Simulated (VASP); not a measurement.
Write the native input for VASP 6.6.1 that does the following.

```
Task                   : single point
Functional             : PBE
Potentials or basis    : VASP PAW PBE potentials, release 64 (Mg, Sb)
Cutoff                 : 600 eV
k mesh                 : 6 × 6 × 4
Occupations            : fermi-dirac, width 0.02 eV
Spin                   : no spin polarisation
Dipole correction      : no
Further INCAR settings : ALGO = Normal; EDIFF = 1e-06; NBANDS = 16
```

The structure of Mg3Sb2 lies in POSCAR:

```
Mg3Sb2
1.0
    4.5981389433      0.0000000000      0.0000000000
   -2.2990694716      3.9821051350      0.0000000000
    0.0000000000      0.0000000000      7.2637453484
Mg Sb
3 2
Direct
    0.3333333333      0.6666666667      0.6324802406
    0.6666666667      0.3333333333      0.3675197594
    0.0000000000      0.0000000000      0.0000000000
    0.3333333333      0.6666666667      0.2256955615
    0.6666666667      0.3333333333      0.7743044385
```

The input as run:

INCAR

```
SYSTEM = Mg3Sb2
PREC = Accurate
ENCUT = 600
EDIFF = 1E-6
ISMEAR = -1
SIGMA = 0.02
LREAL = .FALSE.
LASPH = .TRUE.
NELM = 120
ALGO = Normal
ISIF = 2
LWAVE = .FALSE.
LCHARG = .FALSE.
GGA = PE
NBANDS = 16
GGA_COMPAT = .FALSE.
```

KPOINTS

```
Automatic mesh
0
G
  6 6 4
  0 0 0
```

Potentials or basis: VASP PAW PBE potentials, release 64 (Mg, Sb).

Launch:

```bash
$ cat potpaw_PBE.64/Mg/POTCAR potpaw_PBE.64/Sb/POTCAR > POTCAR
$ mpirun -np 1 vasp_std > vasp.out
```

Results of the run:

The pressure is 0.0 GPa. The largest force is 0.014 eV/Å and the band gap on the k mesh is 0.25 eV (least direct gap 1.00 eV).

Caveat: spin-orbit coupling is left out, which moves the levels of the heavy elements.

Wall time 80 s on 1 thread of Intel(R) Xeon(R) 6975P-C (Granite Rapids) (shared host), peak memory 0.31 GiB.
